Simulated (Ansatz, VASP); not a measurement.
## CdTe: VASP beside Ansatz

```
CELL_PARAMETERS angstrom
0.00000 3.34475 3.34475
3.34475 0.00000 3.34475
3.34475 3.34475 0.00000
ATOMIC_POSITIONS crystal
Cd 0.00000 0.00000 0.00000
Te 0.25000 0.25000 0.25000
```

Alike in both runs: task single point; functional LDA; k mesh 4 × 4 × 4; occupations gaussian, width 0.05 eV; no spin polarisation.

|  | VASP | Ansatz |
| --- | --- | --- |
| version | VASP 6.6.1 | Ansatz 0.2.0 |
| potentials or method | VASP PAW LDA potentials, release 64 (Cd, Te), cutoff 500 eV | scalar-relativistic, plane waves, PAW |
| valence electrons in the cell | 18 | 36 |

|  | VASP | Ansatz | Ansatz less VASP |
| --- | --- | --- | --- |
| gap on the k mesh at the Fermi level (eV) | 0.25 | 0.22 | -0.036 |
| least direct gap on the mesh (eV) | 0.25 | 0.22 | -0.036 |
| pressure (GPa) | -4.0 | -4.2 | -0.16 |

LDA's correlation is that of Perdew and Zunger in VASP and of Perdew and Wang (1992) in Ansatz. VASP's potentials hold 18 valence electrons a cell and Ansatz's 36, so a difference there can come from the potentials and not from the codes.

Neither program's run includes spin-orbit coupling.
